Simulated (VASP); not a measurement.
Here is a VASP 6.6.1 calculation.

INCAR

```
PREC = Accurate
ENCUT = 600
EDIFF = 1E-6
ISMEAR = -1
SIGMA = 0.05
LREAL = False
LASPH = True
NELM = 100
ALGO = Normal
ISIF = 3
LWAVE = False
LCHARG = False
GGA = B5
ALDAX = 1.0
AGGAX = 1.0
AGGAC = 1.0
ALDAC = 0.0
IVDW = 12
VDW_S6 = 1.0
VDW_S8 = 2.6996
VDW_A1 = 0.4298
VDW_A2 = 4.2359
IBRION = 2
NSW = 60
EDIFFG = -0.01
```

KPOINTS

```
regular mesh
0
Gamma
  9 9 5
```

POSCAR

```
In
1.0
    3.3354847820      0.0000000000      0.0000000000
   -1.6677423910      2.8886145552      0.0000000000
    0.0000000000      0.0000000000      5.5091429200
In
2
Direct
    0.6666666667      0.3333333333      0.7500000000
    0.3333333333      0.6666666667      0.2500000000
```

Potentials or basis: VASP PAW PBE potentials, release 64 (In_d).

Launch:

```sh
$ cat potpaw_PBE.64/In_d/POTCAR > POTCAR
$ mpirun -np 1 vasp_std > vasp.out
```

Task: Predict the space group after relaxing (to 0.1 Å).

Result: P6_3/mmc (No. 194).

Task: What does it give for the relaxed cell?

Result: a = 3.272 Å, b = 3.272 Å, c = 5.855 Å, α = 90.00°, β = 90.00°, γ = 120.00°.

Task: What does it give for the relaxed volume?

Result: 27.14 Å³/atom.

Final structure:
```xyz
2
Lattice="3.2717 0.0000 0.0000 -1.6358 2.8334 0.0000 0.0000 0.0000 5.8552" Properties=species:S:1:pos:R:3 pbc="T T T"
In    1.6358    0.9445    4.3914
In    0.0000    1.8889    1.4638
```

Caveat: the PAW data sets were made with another functional, which shifts forces and pressure a little.
